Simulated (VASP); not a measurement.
A run of VASP 6.6.1 is set up as follows.

INCAR

```
ALGO     = Fast           # electronic algorithm
EDIFF    = 1E-7           # SCF threshold, eV
ENCUT    = 520            # plane-wave cutoff, eV
GGA      = PS             # functional
ISIF     = 2              # what is computed and relaxed
ISMEAR   = 0              # smearing method
LASPH    = T              # aspherical terms in the spheres
LCHARG   = F              # write CHGCAR
LREAL    = F              # projectors in reciprocal space
LWAVE    = F              # write WAVECAR
NBANDS   = 14             # bands
NELM     = 100            # most SCF steps
PREC     = Accurate       # precision mode
SIGMA    = 0.1            # smearing width, eV
```

The input KPOINTS:

```
k-points
0
Gamma
  14 14 8
```

Contents of POSCAR:

```
Na
1.0
    1.8554696145     -3.2354361788      0.0000000000
    1.8554696145      3.2354361788      0.0000000000
    0.0000000000      0.0000000000      6.0790303230
Na
2
Direct
    0.8349406211      0.1650593789      0.7500000000
    0.1650593789      0.8349406211      0.2500000000
```

Potentials or basis: VASP PAW PBE potentials, release 64 (Na_pv).

The run is started by

```console
$ cat potpaw_PBE.64/Na_pv/POTCAR > POTCAR
$ mpirun -np 1 vasp_std > vasp.out
```

**Question.** Predict the band gap on the k mesh.

**Answer.** Zero (bands 7 and 8 overlap by 4.14 eV).

**Question.** What does it give for the pressure?

**Answer.** 0.0 GPa.

Caveat: the PAW data sets were made with another functional, which shifts forces and pressure a little.
